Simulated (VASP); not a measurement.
# Si2B in VASP: a series of runs

The runs below take Si2B through single point, with PBE+D3(BJ).

Everything below comes from runs of VASP 6.6.1. Logs are shortened: lines on timing, memory, paths and dates and some standing lists are left out, and cuts for length are marked.

### Step 1. The cell of the first run

The cell holds a sheet with vacuum, 6 atoms: a = 2.512 Å, b = 2.512 Å, c = 22.000 Å, α = 90.00°, β = 90.00°, γ = 120.00°.

### Step 2. Single point, PBE+D3(BJ)

INCAR

```
PREC     = Accurate       # precision mode
ENCUT    = 520            # plane-wave cutoff, eV
EDIFF    = 1E-6           # SCF threshold, eV
ISMEAR   = 0              # smearing method
SIGMA    = 0.1            # smearing width, eV
LREAL    = False          # projectors in reciprocal space
LASPH    = True           # aspherical terms in the spheres
NELM     = 60             # most SCF steps
ALGO     = Normal         # electronic algorithm
ISIF     = 2              # what is computed and relaxed
LWAVE    = False          # write WAVECAR
LCHARG   = False          # write CHGCAR
LDIPOL   = True         
IDIPOL   = 3            
DIPOL    = 0.5 0.5 0.500
GGA      = PE             # functional
IVDW     = 12             # dispersion correction
NBANDS   = 20             # bands
```

KPOINTS

```
Automatic mesh
0
Gamma
  9 9 1
```

POSCAR

```
Si2B
1.0
    2.5118644100      0.0000000000      0.0000000000
   -1.2559322000      2.1753383900      0.0000000000
    0.0000000000      0.0000000000     22.0000000000
Si B
4 2
Direct
    0.3333333300      0.6666666700      0.3399807400
    0.6666666700      0.3333333300      0.4263636400
    0.6666666700      0.3333333300      0.5736363600
    0.0000000000      0.0000000000      0.6600192600
    0.0000000000      0.0000000000      0.3831721900
    0.3333333300      0.6666666700      0.6168278100
```

Potentials or basis: VASP PAW PBE potentials, release 64 (Si, B).

Run with:

```
$ cat potpaw_PBE.64/Si/POTCAR potpaw_PBE.64/B/POTCAR > POTCAR
$ mpirun -np 1 vasp_std > vasp.out
```

OUTCAR:

```text
PREC = Accurate
   ENCUT = 520
   EDIFF = 1E-6
   ISMEAR = 0
   LREAL = False
   LASPH = True
   NELM = 60
   ISIF = 2
   GGA = PE
   IVDW = 12
 IVDW          = 12

 ion  position               nearest neighbor table
   1  0.333  0.667  0.340-   5 1.73   5 1.73   5 1.73   2 2.39   2 2.39   2 2.39
   2  0.667  0.333  0.426-   5 1.73   5 1.73   5 1.73   1 2.39   1 2.39   1 2.39
   3  0.667  0.333  0.574-   6 1.73   6 1.73   6 1.73   4 2.39   4 2.39   4 2.39
   4  0.000  0.000  0.660-   6 1.73   6 1.73   6 1.73   3 2.39   3 2.39   3 2.39
   5  0.000  0.000  0.383-   2 1.73   1 1.73   2 1.73   1 1.73   2 1.73   1 1.73
   6  0.333  0.667  0.617-   4 1.73   3 1.73   3 1.73   4 1.73   4 1.73   3 1.73

  LATTYP: Found a hexagonal cell.
 ALAT       =     2.5118644100
 C/A-ratio  =     8.7584345367

  Lattice vectors:

 A1 = (   2.5118644100,   0.0000000000,   0.0000000000)
 A2 = (  -1.2559322000,   2.1753383900,   0.0000000000)
 A3 = (   0.0000000000,   0.0000000000,  22.0000000000)

Analysis of symmetry for initial positions (statically):
=====================================================================
 Subroutine PRICEL returns:
 Original cell was already a primitive cell.

 Routine SETGRP: Setting up the symmetry group for a
 hexagonal supercell.

 Subroutine GETGRP returns: Found 12 space group operations
 (whereof  6 operations were pure point group operations)
 out of a pool of 24 trial point group operations.

The static configuration has the point symmetry C_3v.
 The point group associated with its full space group is D_3d.

Analysis of symmetry for dynamics (positions and initial velocities):
=====================================================================
 Subroutine PRICEL returns:
 Original cell was already a primitive cell.

 Routine SETGRP: Setting up the symmetry group for a
 hexagonal supercell.

 Subroutine GETGRP returns: Found 12 space group operations
 (whereof  6 operations were pure point group operations)
 out of a pool of 24 trial point group operations.

The dynamic configuration has the point symmetry C_3v.
 The point group associated with its full space group is D_3d.

 Subroutine INISYM returns: Found 12 space group operations
 (whereof  6 operations are pure point group operations),
 and found     1 'primitive' translations

----------------------------------------------------------------------------------------

                                     Primitive cell

  volume of cell :     120.2114

  direct lattice vectors                    reciprocal lattice vectors
[... 95 lines left out ...]
   EMIN   =  10.00;   EMAX   =-10.00  energy-range for DOS
   EFERMI =   0.00;   METHOD = LEGACY
   ISMEAR =     0;   SIGMA  =   0.10  broadening in eV -4-tet -1-fermi 0-gaus
   EFERMI_NEDOS =   21; number of points for ismear=-14 and -15
   IALGO  =     38    algorithm
   IMIX   =      4    mixing-type and parameters
     AMIX     =   0.40;   BMIX     =  1.00
     AMIX_MAG =   1.60;   BMIX_MAG =  1.00
  volume/ion in A,a.u.               =      20.04       135.20
  Fermi-wavevector in a.u.,A,eV,Ry     =   0.929467  1.756437 11.754186  0.863908
  Thomas-Fermi vector in A             =   2.055752
   LORBIT       =      0    0 simple, 1 ext, 2 COOP (PROOUT), +10 PAW based schemes
   GGA     = PE    functional components
   LHFCALC =     F    Hartree Fock is set to
   AEXX    =    0.0000 exact exchange contribution
   IVDW    =    12    specifies the selected vdW correction
   LEPSILON=     F    determine dielectric tensor
   LRPA    =     F    only Hartree local field effects (RPA)
 non-spin polarized calculation
 Gauss-broadening in eV      SIGMA  =   0.10
  energy-cutoff  :      520.00
  volume of cell :      120.21
 maximum number of plane-waves:      3265
 NGX is ok and might be reduce to    20
   NGX =  9   NGY =  9   NGZ = 81

 dipolmoment           0.000000      0.000000      0.000000 electrons x Angstroem

 number of electron      22.0000000 magnetization

 dipolmoment           0.000000      0.000000     -0.000000 electrons x Angstroem

 Free energy of the ion-electron system (eV)
  ---------------------------------------------------
  ext. energy  EPLUGINS =         0.00000000
  ---------------------------------------------------
  free energy    TOTEN  =       -18.24962178 eV

  energy without entropy =      -18.24151303  energy(sigma->0) =      -18.24556741

 E-fermi :   2.6451     XC(G=0):  -6.1309

 val. band max:        2.5134450327   @ k =   0.3333   0.2222   0.0000
 cond. band min:       2.6850345644   @ k =   0.4444   0.1111   0.0000
 fundamental gap:      0.1715895317
 Fermi energy:         2.6450568082

 k-point     1 :       0.0000    0.0000    0.0000
  band No.  band energies     occupation
      1     -16.4843      2.00000
      2     -16.4418      2.00000
      3     -10.4013      2.00000
      4     -10.0359      2.00000
      5      -4.1539      2.00000
      6      -2.5300      2.00000
[... 265 lines left out ...]
     19      10.8878      0.00000
     20      10.8878      0.00000

------------------------ aborting loop because EDIFF is reached ----------------------------------------

 vacuum level on the upper side and lower side of the slab       (xc-potential included)        -0.227        -0.226

 Edisp (eV)   -2.30043

 E8    (eV) :    -0.9390

  FORCE on cell =-STRESS in cart. coord.  units (eV):
  Direction    XX          YY          ZZ          XY          YZ          ZX
  --------------------------------------------------------------------------------------
  -------------------------------------------------------------------------------------
  Total      55.37045    55.37045    31.77224     0.00000     0.00000     0.00000
  in kB     737.97724   737.97724   423.46037     0.00000     0.00000     0.00000
  external pressure =      633.14 kB  Pullay stress =        0.00 kB

 VOLUME and BASIS-vectors are now :
 -----------------------------------------------------------------------------
  energy-cutoff  :      520.00
  volume of cell :      120.21
      direct lattice vectors                 reciprocal lattice vectors
     2.511864410  0.000000000  0.000000000     0.398110661  0.229849296  0.000000000
    -1.255932200  2.175338390  0.000000000     0.000000000  0.459698594  0.000000000
     0.000000000  0.000000000 22.000000000     0.000000000  0.000000000  0.045454545

 POSITION                                       TOTAL-FORCE (eV/Angst)
 -----------------------------------------------------------------------------------
     -0.00000      1.45023      7.47958         0.000000      0.000000     -9.696055
      1.25593      0.72511      9.38000        -0.000000     -0.000000      9.705310
      1.25593      0.72511     12.62000         0.000000      0.000000     -9.705310
      0.00000      0.00000     14.52042        -0.000000     -0.000000      9.696055
      0.00000      0.00000      8.42979        -0.000000      0.000000      0.974603
     -0.00000      1.45023     13.57021         0.000000      0.000000     -0.974603
 -----------------------------------------------------------------------------------
    total drift:                                0.000002     -0.000001     -0.000015

  FREE ENERGIE OF THE ION-ELECTRON SYSTEM (eV)
  ---------------------------------------------------
  free  energy   TOTEN  =       -20.5500479597 eV

  energy  without entropy=      -20.5419392093  energy(sigma->0) =      -20.54599358

 vacuum level on the upper side and lower side of the slab         7.756         7.756
```

stdout:

```text
POSCAR found type information on POSCAR SiB
 POSCAR found :  2 types and       6 ions
 scaLAPACK will be used
 LDA part: xc-table for (Slater+PW92), standard interpolation
 POSCAR, INCAR and KPOINTS ok, starting setup
 FFT: planning ... GRIDC
 FFT: planning ... GRID_SOFT
 FFT: planning ... GRID
 WAVECAR not read
 entering main loop
```

Run time: 76 s. Hardware: 1 thread of Oxide Virtual Turin-like, shared host; peak memory 0.21 GiB.

What came out:

```
Free energy                : -20.5500 eV
Largest force              : 9.705 eV/Å
Band gap on the k mesh     : zero (band 11 reaches 3.94 eV, above the bottom of band 12 at 1.81 eV)
Dispersion energy per atom : -0.383 eV
```

Forces on the atoms (eV/Å):
```
Si   0.000  0.000 -9.696
Si   0.000  0.000  9.705
Si   0.000  0.000 -9.705
Si   0.000  0.000  9.696
B    0.000  0.000  0.975
B    0.000  0.000 -0.975
```

Levels at points of the mesh, in eV from the Fermi level:
| k point | band 9 | band 10 | band 11 | band 12 | band 13 | band 14 |
| --- | --- | --- | --- | --- | --- | --- |
| (0.00, 0.00, 0.00) | 1.30 | 1.30 | 1.30 | 1.30 | 4.47 | 5.01 |

### Step 3. Single point, PBE+D3(BJ)

INCAR

```
SYSTEM = Si2B
ALGO = Normal
DIPOL = 0.5 0.5 0.500
EDIFF = 1E-6
ENCUT = 520
GGA = PE
IDIPOL = 3
ISIF = 2
ISMEAR = 0
IVDW = 12
LASPH = .TRUE.
LCHARG = .TRUE.
LDIPOL = .TRUE.
LELF = .TRUE.
LREAL = .FALSE.
LVACPOTAV = .TRUE.
LVHAR = .TRUE.
LWAVE = .FALSE.
NBANDS = 20
NELM = 60
PREC = Accurate
SIGMA = 0.1
```

KPOINTS

```
k-points
0
G
  9 9 1
  0 0 0
```

POSCAR is that of step 2.

Potentials or basis: VASP PAW PBE potentials, release 64 (Si, B).

Run with:

```
$ cat potpaw_PBE.64/Si/POTCAR potpaw_PBE.64/B/POTCAR > POTCAR
$ mpirun -np 1 vasp_std > vasp.out
```

Run time: 73 s. Hardware: 1 thread of Oxide Virtual Turin-like, shared host; peak memory 0.21 GiB.

Results (log left out):

| Item | Value |
| --- | --- |
| Free energy | -20.5500 eV |
| Largest force | 9.705 eV/Å |
| Band gap on the k mesh | zero (band 11 reaches 3.94 eV, above the bottom of band 12 at 1.81 eV) |
| Dispersion energy per atom | -0.383 eV |

Forces on the atoms (eV/Å):
```
Si   0.000  0.000 -9.696
Si   0.000  0.000  9.705
Si   0.000  0.000 -9.705
Si   0.000  0.000  9.696
B    0.000  0.000  0.975
B    0.000  0.000 -0.975
```

Levels at points of the mesh, in eV from the Fermi level:
```
           k point  band 7  band 8  band 9  band 10  band 11  band 12  band 13  band 14  band 15  band 16
(0.00, 0.00, 0.00)   -1.72    0.69    1.30     1.30     1.30     1.30     4.47     5.01     5.73     7.41
```
